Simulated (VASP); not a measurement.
A run of VASP 6.6.1 is set up as follows.

File INCAR:

```
SYSTEM = Ru
PREC = Accurate ; ENCUT = 520
EDIFF = 1E-6 ; ISMEAR = 0
SIGMA = 0.1 ; LREAL = .FALSE.
LASPH = .TRUE. ; NELM = 80
ALGO = Normal ; ISIF = 2
LWAVE = .FALSE. ; LCHARG = .TRUE.
GGA = PS ; LELF = .TRUE.
LVHAR = .TRUE. ; NBANDS = 13
```

KPOINTS

```
regular mesh
0
G
  20 20 20
  0 0 0
```

Contents of POSCAR:

```
Ru
1.0
    0.0000000000      1.8844188960      1.8844188960
    1.8844188960      0.0000000000      1.8844188960
    1.8844188960      1.8844188960      0.0000000000
Ru
1
Direct
    0.0000000000      0.0000000000      0.0000000000
```

Potentials or basis: VASP PAW PBE potentials, release 64 (Ru_pv).

Launch:

```sh
$ cat potpaw_PBE.64/Ru_pv/POTCAR > POTCAR
$ mpirun -np 1 vasp_std > vasp.out
```

(1) What does it give for the pressure?

(2) What does it give for the band gap on the k mesh?

Answers

(1) -0.1 GPa.

(2) zero (band 7 reaches 15.21 eV, above the bottom of band 8 at 11.49 eV).

Caveat: the PAW data sets were made with another functional, which shifts forces and pressure a little.
